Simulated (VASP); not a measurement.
# SiC (I-4m2) in VASP: further runs, part 2 of 3

VASP 6.6.1. The steps go on from the part before.

### Step 3. G0W0 quasiparticle levels, PBE

This run uses another cell than the first one, of 10.54 Å³/atom.

Input file POSCAR:

```
SiC
1.0
    0.0000000000      2.1780523510      2.2216133981
    2.1780523510      0.0000000000      2.2216133981
    2.1780523510      2.1780523510      0.0000000000
Si C
1 1
Direct
    0.0000000000      0.0000000000      0.0000000000
    0.2500000000      0.2500000000      0.2500000000
```

Input file INCAR.step1:

```
SYSTEM = SiC
  PREC = Accurate
  ENCUT = 500
  EDIFF = 1E-8
  ISMEAR = 0
  SIGMA = 0.01
  LREAL = .FALSE.
  LASPH = .TRUE.
  NELM = 80
  ALGO = Normal
  LWAVE = .TRUE.
  LCHARG = .FALSE.
  GGA = PE
```

Input file INCAR.step2:

```
SYSTEM = SiC
  PREC = Accurate
  ENCUT = 500
  EDIFF = 1E-8
  ISMEAR = 0
  SIGMA = 0.01
  LREAL = .FALSE.
  LASPH = .TRUE.
  NELM = 1
  ALGO = Exact
  LWAVE = .TRUE.
  LCHARG = .FALSE.
  GGA = PE
  NBANDS = 91
  LOPTICS = .TRUE.
  ISTART = 1
```

Input file INCAR.step3:

```
SYSTEM = SiC
  PREC = Accurate
  ENCUT = 500
  EDIFF = 1E-8
  ISMEAR = 0
  SIGMA = 0.01
  LREAL = .FALSE.
  LASPH = .TRUE.
  ALGO = EVGW0
  LWAVE = .FALSE.
  LCHARG = .FALSE.
  GGA = PE
  NELMGW = 1
  NBANDS = 91
  ENCUTGW = 150.0
  NOMEGA = 96
  PRECFOCK = Fast
  ISTART = 1
  NBANDSGW = 12
  OMEGAMAX = 20
```

Input file KPOINTS:

```
regular mesh
0
G
  6 6 6
  0 0 0
```

Potentials or basis: VASP PAW PBE potentials, release 64 (Si_GW, C_GW).

Launch:

```
$ cat potpaw_PBE.64/Si_GW/POTCAR potpaw_PBE.64/C_GW/POTCAR > POTCAR
$ cp INCAR.step1 INCAR
$ mpirun -np 1 vasp_std > vasp.out
$ cp INCAR.step2 INCAR
$ mpirun -np 1 vasp_std > vasp.out
$ cp INCAR.step3 INCAR
$ mpirun -np 1 vasp_std > vasp.out
```

OUTCAR:

```text
SYSTEM = SiC
   PREC = Accurate
   ENCUT = 500
   EDIFF = 1E-8
   ISMEAR = 0
   LREAL = .FALSE.
   LASPH = .TRUE.
   GGA = PE
   NELMGW = 1
   ENCUTGW = 150.0
   PRECFOCK = Fast
   ISTART = 1

 ion  position               nearest neighbor table
   1  0.000  0.000  0.000-   2 1.90   2 1.90   2 1.90   2 1.90
   2  0.250  0.250  0.250-   1 1.90   1 1.90   1 1.90   1 1.90

  LATTYP: Found a body centered tetragonal cell.
 ALAT       =     3.0802311743
 C/A-ratio  =     1.4424978337

  Lattice vectors:

 A1 = (  -2.1780523510,   0.0000000000,   2.2216133981)
 A2 = (   2.1780523510,   0.0000000000,   2.2216133981)
 A3 = (   0.0000000000,   2.1780523510,  -2.2216133981)

Analysis of symmetry for initial positions (statically):
=====================================================================
 Subroutine PRICEL returns:
 Original cell was already a primitive cell.

 Routine SETGRP: Setting up the symmetry group for a
 body centered tetragonal supercell.

 Subroutine GETGRP returns: Found  8 space group operations
 (whereof  8 operations were pure point group operations)
 out of a pool of 16 trial point group operations.

The static configuration has the point symmetry D_2d.

Analysis of symmetry for dynamics (positions and initial velocities):
=====================================================================
 Subroutine PRICEL returns:
 Original cell was already a primitive cell.

[... 123 lines left out ...]
   EFERMI_NEDOS =   21; number of points for ismear=-14 and -15
   IALGO  =     38    algorithm
   IMIX   =      4    mixing-type and parameters
     AMIX     =   0.40;   BMIX     =  1.00
     AMIX_MAG =   1.60;   BMIX_MAG =  1.00
  volume/ion in A,a.u.               =      10.54        71.12
  Fermi-wavevector in a.u.,A,eV,Ry     =   1.185295  2.239883 19.115155  1.404924
  Thomas-Fermi vector in A             =   2.321492
   LORBIT       =      0    0 simple, 1 ext, 2 COOP (PROOUT), +10 PAW based schemes
   GGA     = PE    functional components
   LHFCALC =     T    Hartree Fock is set to
   PRECFOCK=fast      Normal, Fast or Accurate (Low or Medium for compatibility)
   ENCUT4O =  -1.0   cutoff for four orbital integrals eV
   NKREDX  =     1    reduce k-point grid by
   NKREDY  =     1    reduce k-point grid by
   NKREDZ  =     1    reduce k-point grid by
   AEXX    =    1.0000 exact exchange contribution
   HFSCREEN=    0.0000 screening length (either q_TF or 0.3 A-1)
   HFSCREENC=   0.0000 screening length for correlation (either q_TF or 0.3 A-1)
   ENCUTFOCK=  -1.0 apply spherical cutoff to Coloumb kernel
   IVDW    =     0    specifies the selected vdW correction
   LEPSILON=     F    determine dielectric tensor
   LRPA    =     F    only Hartree local field effects (RPA)
   LRPAFORCE           =     F    calculate RPA forces
   ENCUTGW             = 150.0    cutoff for response function in eV
   ENCUTGWSOFT         = 120.0    soft cutoff for Coulomb kernel in GW response function in eV
   ENCUTLF             =  -1.0    cutoff for local field effects
   NELMGW              =     1    number of iterations in solving QP/BSE equation
   NELMHF              =     1    number of iterations in the inner HF iteration
   NKREDLFX            =     1    NKREDLFY  =   1   NKREDLFZ  =   1
 non-spin polarized calculation
 Gauss-broadening in eV      SIGMA  =   0.01
  energy-cutoff  :      500.00
  volume of cell :       21.08
 maximum number of plane-waves:       548
 NGX is ok and might be reduce to    24
  NGX = 14; NGY = 14; NGZ = 14
   NGX = 11   NGY = 11   NGZ = 11
 maximum number of plane-waves:        92
 NGX is ok and might be reduce to    14

 QP shifts <psi_nk| G(iteration)W_0 |psi_nk>: iteration 1
 for sc-GW calculations column KS-energies equals QP-energies in previous step
 and V_xc(KS)=  KS-energies - (<T + V_ion + V_H > + <T+V_H+V_ion>^1  + <V_x>^1)

 k-point   1 :       0.0000    0.0000    0.0000
  band No.  KS-energies  QP-energies   sigma(KS)   V_xc(KS)     V^pw_x(r,r')   Z            occupation Imag(sigma)

      1      -7.6894      -8.6897     -14.0973     -12.6914     -21.5991       0.7115       2.0000       1.2855
      2       7.4847       6.9023     -15.4922     -14.7521     -17.3510       0.7869       2.0000       0.0281
      3       7.6229       7.0465     -15.4784     -14.7455     -17.3290       0.7866       2.0000       0.0279
      4       7.6229       7.0465     -15.4784     -14.7455     -17.3290       0.7866       2.0000       0.0279
      5      13.5839      14.0934     -12.5033     -13.1579      -7.4249       0.7783       0.0000      -0.0684
      6      14.7302      15.2778     -10.7947     -11.4867      -5.7292       0.7913       0.0000      -0.0682
      7      14.7302      15.2778     -10.7947     -11.4867      -5.7292       0.7913       0.0000      -0.0682
      8      14.7820      15.3294     -10.8046     -11.4954      -5.7303       0.7923       0.0000      -0.0679
      9      21.6446      22.2421     -10.5742     -11.3410      -4.5154       0.7791       0.0000      -0.2255
     10      22.2533      22.8569     -10.5936     -11.3660      -4.4177       0.7814       0.0000      -0.2601
     11      23.7489      23.9614      -9.4640      -9.7398      -2.9082       0.7707       0.0000      -0.3772
     12      24.1959      24.4113      -9.8479     -10.1277      -2.9494       0.7702       0.0000      -0.5947
[... 356 lines left out ...]
      1      -3.3937      -4.2832     -15.0077     -13.7894     -21.3476       0.7301       2.0000       0.6897
      2       0.8085      -0.0555     -14.2044     -13.0257     -18.3354       0.7330       2.0000       0.1929
      3       3.2781       2.4344     -13.8262     -12.7146     -16.7188       0.7591       2.0000       0.0668
      4       4.7599       3.9668     -14.6019     -13.5717     -17.1886       0.7699       2.0000       0.0447
      5      10.2284      10.5100     -10.4206     -10.7688      -6.2424       0.8089       0.0000      -0.0489
      6      13.5808      14.0656     -10.8843     -11.4890      -6.1437       0.8017       0.0000      -0.0590
      7      19.2445      19.8686     -11.7046     -12.5356      -5.1599       0.7511       0.0000      -0.2186
      8      19.8053      20.4491     -11.7901     -12.6458      -5.1486       0.7524       0.0000      -0.2417
      9      21.6281      22.3159     -12.3837     -13.3152      -5.1742       0.7384       0.0000      -0.3514
     10      25.4225      25.9239     -10.7737     -11.4291      -3.5201       0.7650       0.0000      -0.5824
     11      28.7480      29.3903     -11.8224     -12.6820      -4.0441       0.7472       0.0000      -0.8611
     12      29.9620      30.6348     -11.6124     -12.5008      -4.1206       0.7573       0.0000      -0.9087

 [... further k-points ...]
```

OUTCAR.step1:

```text
SYSTEM = SiC
   PREC = Accurate
   ENCUT = 500
   EDIFF = 1E-8
   ISMEAR = 0
   LREAL = .FALSE.
   LASPH = .TRUE.
[... 486 lines left out ...]
      0.00000      0.00000      0.00000         0.000000      0.000000     -0.000000
      1.08903      1.08903      1.11081        -0.000000     -0.000000      0.000000
 -----------------------------------------------------------------------------------
    total drift:                                0.000000      0.000000     -0.000000

  FREE ENERGIE OF THE ION-ELECTRON SYSTEM (eV)
  ---------------------------------------------------
  free  energy   TOTEN  =       -15.0435988069 eV

  energy  without entropy=      -15.0435988069  energy(sigma->0) =      -15.04359881
```

OUTCAR.step2:

```text
SYSTEM = SiC
   PREC = Accurate
   ENCUT = 500
   EDIFF = 1E-8
[... 1015 lines left out ...]
  --------------------------------------------------------------------------------------------------------------
     0.00000     7.78334     7.78334     7.87240    -0.00000     0.00000     0.00000
     1.82820     8.30915     8.30915     8.40326    -0.00000     0.00000     0.00000
     3.65641    10.88477    10.88477    10.97931    -0.00000     0.00000     0.00000
     5.48461    12.58190    12.58190    12.95486     0.00000     0.00000     0.00000
     7.31282    -2.28516    -2.28516    -4.51543    -0.00000    -0.00000    -0.00000
     9.14102    -3.45410    -3.45410    -3.09221     0.00000     0.00000    -0.00000
[... 92 lines left out ...]
   179.16397     0.98301     0.98301     0.98302     0.00000    -0.00000    -0.00000
   180.99218     0.98337     0.98337     0.98338     0.00000    -0.00000    -0.00000
```

Wall time 3.4 min (1 thread of Intel Xeon 6975P-C (Granite Rapids), shared host); peak memory 0.45 GiB.

Results:

```yaml
Quasiparticle_gap: 2.05 eV
Least_direct_quasiparticle_gap: 5.52 eV
Band_gap_of_the_starting_levels_on_the_mesh: 1.26 eV
Least_direct_gap_of_the_starting_levels_on_the_mesh: 4.50 eV
```

Caveat: the k points lie up to 0.41 Å⁻¹ apart; the cutoff is under 1.25 times the usual one of these potentials, so pressure, stress and relaxed cells hold a basis-set (Pulay) error; bands, screening cutoff and mesh are small and nothing is extrapolated, so the quasiparticle values aren't converged.

[end of part 2 of 3]
